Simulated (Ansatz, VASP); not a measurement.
**Y in VASP and in Ansatz**

File INCAR:

```
ALGO     = Normal         # electronic algorithm
EDIFF    = 1E-8           # SCF threshold, eV
ENCUT    = 520            # plane-wave cutoff, eV
GGA      = CA             # functional
ISIF     = 2              # what is computed and relaxed
ISMEAR   = -1             # smearing method
LASPH    = T              # aspherical terms in the spheres
LCHARG   = F              # write CHGCAR
LEFG     = T            
LREAL    = F              # projectors in reciprocal space
LWAVE    = F              # write WAVECAR
NBANDS   = 18             # bands
NELM     = 100            # most SCF steps
PREC     = Accurate       # precision mode
SIGMA    = 0.08           # smearing width, eV
```

File KPOINTS:

```
k-points
0
Gamma
  12 12 7
```

POSCAR

```
Y
1.0
    3.5769579286      0.0000000000      0.0000000000
   -1.7884789643      3.0977364344      0.0000000000
    0.0000000000      0.0000000000      5.6300732012
Y
2
Direct
    0.3333333333      0.6666666667      0.2500000000
    0.6666666667      0.3333333333      0.7500000000
```

Input for Ansatz:

```yaml
crystal:
  lattice:
    - [3.5769579286, 0.0, 0.0]
    - [-1.7884789643, 3.0977364344, 0.0]
    - [0.0, 0.0, 5.6300732012]
  atoms:
    - { symbol: "Y", position: [0.3333333333, 0.6666666667, 0.25] }
    - { symbol: "Y", position: [0.6666666667, 0.3333333333, 0.75] }
kpoints:
  mp_grid: { grid: [12, 12, 7] }
scf:
  occupations: { method: fermi_dirac, width: 0.08 }
hamiltonian:
  xc: lda
  pseudopotentials: { kind: all_electron, datasets: crystal }
output:
  forces: true
  stress: true
  eigenvalues: true
  efg: { contact_densities: true }
```

Change from the starting cell: volume scaled by 0.94, crystal datasets.

Alike in both runs: task electric field gradients; functional LDA; k mesh 12 × 12 × 7; occupations fermi-dirac, width 0.08 eV; no spin polarisation.

|  | VASP | Ansatz |
| --- | --- | --- |
| version | VASP 6.6.1 | Ansatz 0.2.0 |
| potentials or method | VASP PAW LDA potentials, release 64 (Y_sv), cutoff 520 eV | all-electron PAW with datasets made for the crystal, scalar-relativistic |

VASP gave:

- pressure (GPa): -1.8
- traceless stress, the component that is largest in VASP (GPa): -0.32
- size of Vzz on the site where it differs most (V/Å²): 27.0

**Question.** What did Ansatz give for the same quantities?

**Answer.** Pressure (GPa): -1.7; traceless stress, the component that is largest in VASP (GPa): -0.34; size of Vzz on the site where it differs most (V/Å²): 27.8.

LDA's correlation is that of Perdew and Zunger in VASP and of Perdew and Wang (1992) in Ansatz. Ansatz ran all-electron here, and VASP with PAW potentials.
